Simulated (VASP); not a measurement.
A run of VASP 6.6.1:

File POSCAR:

```
Bi
1.0
   -1.9411403360      1.9411403360      1.9411403360
    1.9411403360     -1.9411403360      1.9411403360
    1.9411403360      1.9411403360     -1.9411403360
Bi
1
Direct
    0.0000000000      0.0000000000      0.0000000000
```

File INCAR.step1:

```
SYSTEM = Bi
PREC = Accurate ; ENCUT = 520
EDIFF = 1E-6 ; ISMEAR = 0
SIGMA = 0.1 ; LREAL = .FALSE.
LASPH = .TRUE. ; NELM = 60
ALGO = Normal ; ISIF = 2
LWAVE = .FALSE. ; LCHARG = .TRUE.
GGA = CA ; NBANDS = 14
```

KPOINTS.step1

```
Automatic mesh
0
G
  16 16 16
  0 0 0
```

File INCAR.step2:

```
SYSTEM = Bi
PREC = Accurate ; ENCUT = 520
EDIFF = 1E-6 ; ISMEAR = -5
SIGMA = 0.1 ; LREAL = .FALSE.
LASPH = .TRUE. ; NELM = 60
ALGO = Normal ; ISIF = 2
LWAVE = .FALSE. ; LCHARG = .FALSE.
GGA = CA ; LORBIT = 10
NEDOS = 2001 ; ICHARG = 11
```

The input KPOINTS.step2:

```
Automatic mesh
0
G
  24 24 24
  0 0 0
```

Potentials or basis: VASP PAW LDA potentials, release 64 (Bi_d).

Launch:

```console
$ cat potpaw_LDA.64/Bi_d/POTCAR > POTCAR
$ cp INCAR.step1 INCAR
$ cp KPOINTS.step1 KPOINTS
$ mpirun -np 1 vasp_std > vasp.out
$ cp INCAR.step2 INCAR
$ cp KPOINTS.step2 KPOINTS
$ mpirun -np 1 vasp_std > vasp.out
```

Hardware: 1 thread of Intel(R) Xeon(R) Platinum 8488C (Sapphire Rapids), on a shared host.

Task: How long does it take, and how much memory?

Result: It took 76 s on 1 thread of Intel(R) Xeon(R) Platinum 8488C (Sapphire Rapids), on a shared host, peak memory 0.26 GiB. Counts: k points 413.
